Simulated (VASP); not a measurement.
# Cs3C2 (P-3m1) in VASP: single point with r2SCAN

Aim: the single point of Cs3C2 with r2SCAN.

All numbers are computed with VASP 6.6.1; they aren't measurements. Logs are shortened: lines on timing, memory, paths and dates and some standing lists are left out, and cuts for length are marked.

**1. The cell of the first run**

The structure is trigonal, space group P-3m1 (No. 164). Conventional cell: a = 4.791 Å, b = 4.791 Å, c = 7.454 Å, α = 90.00°, β = 90.00°, γ = 120.00°. Within 4.4 Å of Cs (site symmetry -3m) lie 6 C at 3.31 Å and 6 Cs at 3.83 Å. Within 3.9 Å of Cs (site symmetry 3m) lie 4 C at 2.88 to 2.98 Å and 6 Cs at 3.51 to 3.83 Å. C (site symmetry 3m) has 7 Cs at 2.88 to 3.31 Å within 3.8 Å.

**2. Single point, r2SCAN**

POSCAR reads:

```
Cs3C2
1.0
    4.7907273675      0.0000000000      0.0000000000
   -2.3953636837      4.1488916028      0.0000000000
    0.0000000000      0.0000000000      7.4535935946
Cs C
3 2
Direct
    0.0000000000      0.0000000000      0.0000000000
    0.3333333333      0.6666666667      0.6450000000
    0.6666666667      0.3333333333      0.3550000000
    0.3333333333      0.6666666667      0.2450000000
    0.6666666667      0.3333333333      0.7550000000
```

INCAR.step1 reads:

```
  ALGO = Normal
  EDIFF = 1E-4
  ENCUT = 520
  GGA = PE
  ISMEAR = 0
  LASPH = T
  LCHARG = F
  LREAL = F
  LWAVE = T
  NBANDS = 26
  NELM = 60
  PREC = Accurate
  SIGMA = 0.1
```

INCAR.step2 reads:

```
  ALGO = Normal
  EDIFF = 1E-6
  ENCUT = 520
  ISIF = 2
  ISMEAR = 0
  ISTART = 1
  LASPH = T
  LCHARG = F
  LMIXTAU = T
  LREAL = F
  LWAVE = F
  METAGGA = R2SCAN
  NBANDS = 26
  NELM = 60
  PREC = Accurate
  SIGMA = 0.1
```

KPOINTS reads:

```
k-points
0
Gamma
  6 6 4
```

Potentials or basis: VASP PAW PBE potentials, release 64 (Cs_sv, C).

Run with:

```console
$ cat potpaw_PBE.64/Cs_sv/POTCAR potpaw_PBE.64/C/POTCAR > POTCAR
$ cp INCAR.step1 INCAR
$ mpirun -np 1 vasp_std > vasp.out
$ cp INCAR.step2 INCAR
$ mpirun -np 1 vasp_std > vasp.out
```

OUTCAR:

```text
EDIFF = 1E-6
   ENCUT = 520
   ISIF = 2
   ISMEAR = 0
   ISTART = 1
   LASPH = T
   LREAL = F
   METAGGA = R2SCAN
   NELM = 60
   PREC = Accurate

 ion  position               nearest neighbor table
   1  0.000  0.000  0.000-
   2  0.333  0.667  0.645-
   3  0.667  0.333  0.355-
   4  0.333  0.667  0.245-
   5  0.667  0.333  0.755-

  LATTYP: Found a hexagonal cell.
 ALAT       =     4.7907273675
 C/A-ratio  =     1.5558375634

  Lattice vectors:

 A1 = (   4.7907273675,   0.0000000000,   0.0000000000)
 A2 = (  -2.3953636837,   4.1488916028,   0.0000000000)
 A3 = (   0.0000000000,   0.0000000000,   7.4535935946)

Analysis of symmetry for initial positions (statically):
=====================================================================
 Subroutine PRICEL returns:
 Original cell was already a primitive cell.

 Routine SETGRP: Setting up the symmetry group for a
 hexagonal supercell.

 Subroutine GETGRP returns: Found 12 space group operations
 (whereof 12 operations were pure point group operations)
 out of a pool of 24 trial point group operations.

The static configuration has the point symmetry D_3d.

Analysis of symmetry for dynamics (positions and initial velocities):
=====================================================================
 Subroutine PRICEL returns:
 Original cell was already a primitive cell.

 Routine SETGRP: Setting up the symmetry group for a
 hexagonal supercell.

 Subroutine GETGRP returns: Found 12 space group operations
 (whereof 12 operations were pure point group operations)
 out of a pool of 24 trial point group operations.

The dynamic configuration has the point symmetry D_3d.

 Subroutine INISYM returns: Found 12 space group operations
 (whereof 12 operations are pure point group operations),
 and found     1 'primitive' translations

----------------------------------------------------------------------------------------

                                     Primitive cell
[... 87 lines left out ...]
   PREC   = accura    normal or accurate (medium, high low for compatibility)
   ISTART =      1    job   : 0-new  1-cont  2-samecut
   ICHARG =      0    charge: 1-file 2-atom 10-const
   ISPIN  =      1    spin polarized calculation?
   LNONCOLLINEAR =      F non collinear calculations
   LSORBIT =      F    spin-orbit coupling
   LASPH  =      T    aspherical Exc in radial PAW
   ENCUT  =  520.0 eV  38.22 Ry    6.18 a.u.   8.91  8.91 13.86*2*pi/ulx,y,z
   NELM   =     60;   NELMIN=  2; NELMDL=  0     # of ELM steps
   EDIFF  = 0.1E-05   stopping-criterion for ELM
   LREAL  =      F    real-space projection
   EDIFFG = 0.1E-04   stopping-criterion for IOM
   NSW    =      0    number of steps for IOM
   IBRION =     -1    ionic relax: 0-MD 1-quasi-New 2-CG
   NFREE  =      0    steps in history (QN), initial steepest desc. (CG)
   ISIF   =      2    stress and relaxation
   ISYM   =      2    0-nonsym 1-usesym 2-fastsym
   POTIM  = 0.5000    time-step for ionic-motion
   TEBEG  =    0.0;   TEEND  =   0.0 temperature during run
   PSTRESS=    0.0 pullay stress
   NELECT =      35.0000    total number of electrons
   NUPDOWN=      -1.0000    fix difference up-down
   EMIN   =  10.00;   EMAX   =-10.00  energy-range for DOS
   EFERMI =   0.00;   METHOD = LEGACY
   ISMEAR =     0;   SIGMA  =   0.10  broadening in eV -4-tet -1-fermi 0-gaus
   EFERMI_NEDOS =   21; number of points for ismear=-14 and -15
   IALGO  =     38    algorithm
   IMIX   =      4    mixing-type and parameters
     AMIX     =   0.40;   BMIX     =  1.00
     AMIX_MAG =   1.60;   BMIX_MAG =  1.00
  volume/ion in A,a.u.               =      29.63       199.95
  Fermi-wavevector in a.u.,A,eV,Ry     =   1.012040  1.912479 13.935432  1.024225
  Thomas-Fermi vector in A             =   2.145126
   LORBIT       =      0    0 simple, 1 ext, 2 COOP (PROOUT), +10 PAW based schemes
   METAGGA = R2SCAN    functional components
   LHFCALC =     F    Hartree Fock is set to
   AEXX    =    0.0000 exact exchange contribution
   IVDW    =     0    specifies the selected vdW correction
   LEPSILON=     F    determine dielectric tensor
   LRPA    =     F    only Hartree local field effects (RPA)
 non-spin polarized calculation
 Gauss-broadening in eV      SIGMA  =   0.10
  energy-cutoff  :      520.00
  volume of cell :      148.15
 maximum number of plane-waves:      4026
   NGX = 17   NGY = 17   NGZ = 27

 number of electron      35.0000004 magnetization

 Free energy of the ion-electron system (eV)
  ---------------------------------------------------
  ext. energy  EPLUGINS =         0.00000000
  ---------------------------------------------------
  free energy    TOTEN  =       -84.12242494 eV

  energy without entropy =      -84.07689676  energy(sigma->0) =      -84.09966085

 E-fermi :   2.4560     XC(G=0):  -9.2488

 val. band max:        2.4433859571   @ k =   0.1667   0.0000   0.0000
 cond. band min:       2.4596628167   @ k =   0.3333   0.1667   0.5000
 fundamental gap:      0.0162768596
 Fermi energy:         2.4560243368

 k-point     1 :       0.0000    0.0000    0.0000
  band No.  band energies     occupation
      1     -20.4664      2.00000
      2     -20.0127      2.00000
      3     -19.8188      2.00000
      4      -8.1598      2.00000
      5      -7.2821      2.00000
      6      -7.0016      2.00000
[... 685 lines left out ...]
     25       7.7528      0.00000
     26       8.9008      0.00000

------------------------ aborting loop because EDIFF is reached ----------------------------------------

  FORCE on cell =-STRESS in cart. coord.  units (eV):
  Direction    XX          YY          ZZ          XY          YZ          ZX
  --------------------------------------------------------------------------------------
  -------------------------------------------------------------------------------------
  Total        3.7264921      3.7264921      3.4330451      0.0000000      0.0000000      0.0000000
  in kB       40.3006020     40.3006020     37.1270834      0.0000000      0.0000000      0.0000000
  external PRESSURE =      39.2427625 kB  Pullay stress =       0.0000000 kB

 VOLUME and BASIS-vectors are now :
 -----------------------------------------------------------------------------
  energy-cutoff  :      520.00
  volume of cell :      148.15
      direct lattice vectors                 reciprocal lattice vectors
     4.790727367  0.000000000  0.000000000     0.208736570  0.120514115  0.000000000
    -2.395363684  4.148891603  0.000000000     0.000000000  0.241028230  0.000000000
     0.000000000  0.000000000  7.453593595     0.000000000  0.000000000  0.134163473

 POSITION                                       TOTAL-FORCE (eV/Angst)
 -----------------------------------------------------------------------------------
      0.00000      0.00000      0.00000        -0.000000      0.000000      0.000000
     -0.00000      2.76593      4.80757         0.000000     -0.000000      0.735376
      2.39536      1.38296      2.64603        -0.000000      0.000000     -0.735376
     -0.00000      2.76593      1.82613        -0.000000     -0.000000     -0.150988
      2.39536      1.38296      5.62746         0.000000      0.000000      0.150988
 -----------------------------------------------------------------------------------
    total drift:                               -0.000000      0.000000     -0.000000

  FREE ENERGIE OF THE ION-ELECTRON SYSTEM (eV)
  ---------------------------------------------------
  free  energy   TOTEN  =       -84.1224249405 eV

  energy  without entropy=      -84.0768967568  energy(sigma->0) =      -84.09966085
```

OSZICAR.step1:

```text
N       E                     dE             d eps       ncg     rms          rms(c)
DAV:   1     0.211659966764E+03    0.21166E+03   -0.14785E+04  1248   0.115E+03
DAV:   2     0.554562400556E+01   -0.20611E+03   -0.19909E+03  1702   0.201E+02
DAV:   3    -0.122701616354E+02   -0.17816E+02   -0.17555E+02  1488   0.624E+01
DAV:   4    -0.125270361265E+02   -0.25687E+00   -0.25541E+00  1620   0.832E+00
DAV:   5    -0.125305698143E+02   -0.35337E-02   -0.35297E-02  1578   0.901E-01    0.592E+00
DAV:   6    -0.101649886864E+02    0.23656E+01   -0.75458E+00  1372   0.107E+01    0.150E+00
DAV:   7    -0.102012273589E+02   -0.36239E-01   -0.10421E+00  1604   0.417E+00    0.134E+00
DAV:   8    -0.102004241170E+02    0.80324E-03   -0.77834E-02  1538   0.132E+00    0.352E-01
DAV:   9    -0.102001318329E+02    0.29228E-03   -0.24504E-02  1598   0.762E-01    0.174E-01
DAV:  10    -0.102012668535E+02   -0.11350E-02   -0.32757E-03  1400   0.279E-01    0.606E-02
DAV:  11    -0.102017404641E+02   -0.47361E-03   -0.77755E-04  1346   0.134E-01    0.224E-02
DAV:  12    -0.102017376053E+02    0.28588E-05   -0.30241E-05  1210   0.302E-02
   1 F= -.10201738E+02 E0= -.10179309E+02  d E =-.448567E-01
```

It took 5 min on 1 thread of Intel Xeon Platinum 8259CL at 2.50GHz (Skylake/Cascade Lake), shared host; peak memory 0.31 GiB.

What came out:

```yaml
Free_energy: -84.1224 eV
Pressure: 3.9 GPa
Largest_force: 0.735 eV/Å
Band_gap_on_the_k_mesh: zero (an odd number of electrons rules out a gap without spin polarisation)
```

Forces on the atoms (eV/Å):
```
Cs   0.000  0.000  0.000
Cs   0.000  0.000  0.735
Cs   0.000  0.000 -0.735
C    0.000  0.000 -0.151
C    0.000  0.000  0.151
```

Levels at points of the mesh, in eV from the Fermi level:
```csv
k point,band 16,band 17,band 18,band 19,band 20,band 21
"(0.00, 0.00, 0.00)",-0.66,-0.56,-0.56,-0.35,-0.32,2.67
"(0.50, 0.00, 0.00)",-0.17,-0.12,0.06,0.50,0.54,2.68
"(0.00, 0.00, 0.50)",-1.06,-1.06,-0.06,-0.06,0.33,3.37
"(0.50, 0.00, 0.50)",-0.27,0.07,0.18,0.20,0.41,3.15
```

Caveat: the cell stands under pressure; the PAW data sets were made with another functional, which shifts forces and pressure a little; spin-orbit coupling is left out, which moves the levels of the heavy elements.
